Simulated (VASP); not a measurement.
Runs of VASP 6.6.1 on NaPt2BrO2. The structure is that of space group P4/mmm (No. 123), or close to it. The cells are those of the table. 

```csv
cell,gap on the mesh (eV),pressure (GPa),largest force (eV/Å)
"a = 4.309, b = 4.309, c = 5.376 Å, 6 atoms",none,-0.1,(a)
"a = 4.132, b = 4.132, c = 5.268 Å, 6 atoms",none,0.0,(b)
"a = 4.716, b = 4.716, c = 5.606 Å, 6 atoms",none,0.0,0.01
"a = 4.707, b = 4.707, c = 5.595 Å, 6 atoms",none,0.4,-
"a = 4.312, b = 4.312, c = 5.347 Å, 6 atoms",none,0.2,0.02
```

Alike in all rows: task single point; level PBE; potentials or basis VASP PAW PBE potentials, release 64 (Na_pv, Pt, Br, O); no spin polarisation; k mesh 3 × 3 × 2; cutoff (eV) 600; smearing gaussian 0.15 eV.

**Question.** Fill in the values left out.

**Answer.** (a) 0.04; (b) 0.05.

Caveats: all runs use coarse meshes; spin-orbit coupling is left out, which moves the levels of the heavy elements.

A k mesh can miss the band edges, and the runs leave out spin-orbit coupling on Br, Pt.

A gap of «none» marks levels without a gap at the run's occupations.
